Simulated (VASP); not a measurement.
Input of a VASP 6.6.1 run:

File INCAR:

```
SYSTEM = Na
PREC = Accurate
ENCUT = 520
EDIFF = 1E-6
ISMEAR = -1
SIGMA = 0.05
LREAL = .FALSE.
LASPH = .TRUE.
NELM = 80
ALGO = Normal
ISIF = 2
LWAVE = .FALSE.
LCHARG = .TRUE.
GGA = PE
LELF = .TRUE.
LVHAR = .TRUE.
NBANDS = 10
```

KPOINTS

```
Automatic mesh
0
G
  13 13 13
  0 0 0
```

Contents of POSCAR:

```
Na
1.0
   -1.5839621755      1.5839621755      1.5839621755
    1.5839621755     -1.5839621755      1.5839621755
    1.5839621755      1.5839621755     -1.5839621755
Na
1
Direct
    0.0000000000      0.0000000000      0.0000000000
```

Potentials or basis: VASP PAW PBE potentials, release 64 (Na_pv).

Launch:

```console
$ cat potpaw_PBE.64/Na_pv/POTCAR > POTCAR
$ mpirun -np 1 vasp_std > vasp.out
```

Q: Estimate the band gap on the k mesh.

A: Zero (an odd number of electrons rules out a gap without spin polarisation).

Q: Estimate the pressure.

A: 31.9 GPa.

Caveat: the cell stands under pressure.
